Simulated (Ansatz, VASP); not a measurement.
One calculation of Sn3Ru, two programs

```
CELL_PARAMETERS angstrom
0.00000 4.02190 4.02190
4.02190 0.00000 4.02190
4.02190 4.02190 0.00000
ATOMIC_POSITIONS crystal
Sn 0.25000 0.25000 0.25000
Sn 0.75000 0.75000 0.75000
Sn 0.50000 0.50000 0.50000
Ru 0.00000 0.00000 0.00000
```

Change from the starting cell: species swapped into the Rb3Cd type (Fm-3m, No. 225).

Alike in both runs: task single point; functional PBE; k mesh 4 × 4 × 4; occupations gaussian, width 0.1 eV; no spin polarisation.

```csv
,VASP,Ansatz
version,VASP 6.6.1,Ansatz 0.2.0
potentials or method,"VASP PAW PBE potentials, release 64 (Sn_d, Ru_pv), cutoff 520 eV","scalar-relativistic, plane waves, PAW"
valence electrons in the cell,56,58
```

|  | VASP | Ansatz | Ansatz less VASP |
| --- | --- | --- | --- |
| gap on the k mesh at the Fermi level (eV) | none | none | - |
| pressure (GPa) | -12.8 | -12.8 | +0.04 |

A gap of «none» marks a metal or a gap that the smearing closes. VASP's potentials hold 56 valence electrons a cell and Ansatz's 58, so a difference there can come from the potentials and not from the codes.
